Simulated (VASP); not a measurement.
A run of VASP 6.6.1:

File INCAR:

```
PREC = Accurate
ENCUT = 520
EDIFF = 1E-7
ISMEAR = 0
SIGMA = 0.1
LREAL = F
LASPH = T
NELM = 60
ALGO = Normal
ISIF = 2
LWAVE = F
LCHARG = F
GGA = PE
NBANDS = 30
```

The input KPOINTS:

```
regular mesh
0
Gamma
  4 4 4
```

The input POSCAR:

```
SrY3
1.0
    4.7939590807      0.0000000000      0.0000000000
    0.0000000000      4.7939590807      0.0000000000
    0.0000000000      0.0000000000      4.7939590807
Sr Y
1 3
Direct
    0.0000000000      0.0000000000      0.0000000000
    0.0000000000      0.5000000000      0.5000000000
    0.5000000000      0.0000000000      0.5000000000
    0.5000000000      0.5000000000      0.0000000000
```

Potentials or basis: VASP PAW PBE potentials, release 64 (Sr_sv, Y_sv).

The run is started by

```console
$ cat potpaw_PBE.64/Sr_sv/POTCAR potpaw_PBE.64/Y_sv/POTCAR > POTCAR
$ mpirun -np 1 vasp_std > vasp.out
```

Hardware: 1 thread of Intel(R) Xeon(R) 6975P-C (Granite Rapids), on a shared host.

Question: How long does it take, and how much memory?

Answer: Run time: 23 s on 1 thread of Intel(R) Xeon(R) 6975P-C (Granite Rapids), on a shared host, peak memory 0.22 GiB. Counts: scf iterations 16, k points 10.
